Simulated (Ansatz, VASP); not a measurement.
**One calculation of SiC, two programs**

```
CELL_PARAMETERS angstrom
0.00000 2.17839 2.17839
2.17839 0.00000 2.17839
2.17839 2.17839 0.00000
ATOMIC_POSITIONS crystal
Si 0.00000 0.00000 0.00000
C 0.25000 0.25000 0.25000
```

Alike in both runs: functional PBEsol; k mesh 10 × 10 × 10; occupations gaussian, width 0.02 eV; no spin polarisation.

Ansatz relaxed the structure, and its values are those at the end. VASP's run is a single point on that final structure, the one shown.

|  | VASP | Ansatz |
| --- | --- | --- |
| version | VASP 6.6.1 | Ansatz 0.2.0 |
| potentials or method | VASP PAW PBE potentials, release 64 (Si, C), cutoff 600 eV | scalar-relativistic, plane waves, PAW |
| valence electrons in the cell | 8 | 8 |

VASP gave:

```
gap on the k mesh at the Fermi level (eV) : 1.23
least direct gap on the mesh (eV)         : 4.44
pressure (GPa)                            : 0.2
```

**Question.** Which values does Ansatz return?

**Answer.** gap on the k mesh at the Fermi level (eV): 1.24; least direct gap on the mesh (eV): 4.46; pressure (GPa): 0.0.

VASP's potentials were made for PBE, not for PBEsol, and Ansatz warns of the same on its side.
